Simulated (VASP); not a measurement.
A run of VASP 6.6.1:

File INCAR:

```
SYSTEM = TlAgS2
PREC = Accurate ; ENCUT = 520
EDIFF = 1E-6 ; ISMEAR = -1
SIGMA = 0.02 ; LREAL = .False.
LASPH = .True. ; NELM = 80
ALGO = Normal ; ISIF = 2
LWAVE = .False. ; LCHARG = .True.
LELF = .True. ; LVHAR = .True.
NBANDS = 26
```

The input KPOINTS:

```
Automatic mesh
0
Gamma
  6 6 4
  0 0 0
```

Contents of POSCAR:

```
TlAgS2
1.0
    4.0826236173      0.0000000000      0.0000000000
    0.0000000000      4.0826236173      0.0000000000
    0.0000000000      0.0000000000      5.7716659709
Ag S Tl
1 2 1
Direct
    0.0000000000      0.0000000000      0.0000000000
    0.0000000000      0.5000000000      0.2355314965
    0.5000000000      0.0000000000      0.7644685035
    0.5000000000      0.5000000000      0.5000000000
```

Potentials or basis: VASP PAW LDA potentials, release 64 (Ag, S, Tl_d).

Command:

```sh
$ cat potpaw_LDA.64/Ag/POTCAR potpaw_LDA.64/S/POTCAR potpaw_LDA.64/Tl_d/POTCAR > POTCAR
$ mpirun -np 1 vasp_std > vasp.out
```

Hardware: 1 thread of Oxide Virtual Turin-like Processor, with other jobs on the host.

Q: Estimate the wall time of this run.

A: Wall time 29 s on 1 thread of Oxide Virtual Turin-like Processor (shared host), peak memory 0.18 GiB. Counts: scf iterations 13, k points 30.
